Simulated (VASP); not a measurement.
Runs of VASP 6.6.1 on MgO. The structure is that of space group R-3m (No. 166), or close to it. The cells are those of the table. 

```csv
cell,gap on the mesh (eV),pressure (GPa)
"a = 3.061 Å, angles 56.6°, 2 atoms",(a),-0.4
"a = 4.097 Å, angles 33.6°, 2 atoms",none,36.3
"a = 2.675 Å, angles 82.7°, 2 atoms",2.61,-2.4
"a = 3.423 Å, angles 45.7°, 2 atoms",0.39,4.4
"a = 2.840 Å, angles 67.3°, 2 atoms",3.68,-0.4
"a = 3.189 Å, angles 52.2°, 2 atoms",3.25,(b)
"a = 2.733 Å, angles 75.3°, 2 atoms",(c),-0.9
"a = 3.754 Å, angles 38.9°, 2 atoms",none,18.9
```

Alike in all rows: task single point; level PBEsol; potentials or basis VASP PAW PBE potentials, release 64 (Mg, O); no spin polarisation; k mesh 10 × 10 × 10; cutoff (eV) 520; smearing gaussian 0.05 eV.

Question: Estimate the missing entries.

Answer: (a) 4.28; (b) 0.3; (c) 2.91.

Caveats: the PAW data sets were made with another functional, which shifts forces and pressure a little.

A k mesh can miss the band edges.

A gap of «none» marks levels without a gap at the run's occupations.
